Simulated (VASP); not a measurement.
A run of VASP 6.6.1:

The input INCAR:

```
SYSTEM = BaTiO3
  ALGO = Normal
  EDIFF = 1E-6
  ENCUT = 1340
  GGA = PE
  GGA_COMPAT = .FALSE.
  ISIF = 2
  ISMEAR = 0
  LASPH = .TRUE.
  LCHARG = .FALSE.
  LREAL = .FALSE.
  LWAVE = .FALSE.
  NBANDS = 28
  NELM = 120
  PREC = Accurate
  SIGMA = 0.01
```

Contents of KPOINTS:

```
k-points
0
G
  9 9 9
  0 0 0
```

Contents of POSCAR:

```
BaTiO3
1.0
    2.8631729961      1.6530537000      2.3565033098
   -2.8631729961      1.6530537000      2.3565033098
    0.0000000000     -3.3061074001      2.3565033098
Ba Ti O
1 1 3
Direct
   -0.0054045580     -0.0054045580     -0.0054045580
    0.4803536279      0.4803536279      0.4803536279
    0.5112009885      0.5112009885      0.0218489532
    0.0218489532      0.5112009885      0.5112009885
    0.5112009885      0.0218489532      0.5112009885
```

Potentials or basis: VASP PAW PBE potentials, release 64 (Ba_sv, Ti_sv, O_h).

Command:

```console
$ cat potpaw_PBE.64/Ba_sv/POTCAR potpaw_PBE.64/Ti_sv/POTCAR potpaw_PBE.64/O_h/POTCAR > POTCAR
$ mpirun -np 1 vasp_std > vasp.out
```

Hardware: 1 thread of Intel(R) Xeon(R) 6975P-C (Granite Rapids) (shared host).

**Question.** Estimate the wall time of this run.

**Answer.** Run time: 4.4 min on 1 thread of Intel(R) Xeon(R) 6975P-C (Granite Rapids) (shared host), peak memory 0.8 GiB. Counts: scf iterations 16, k points 85.
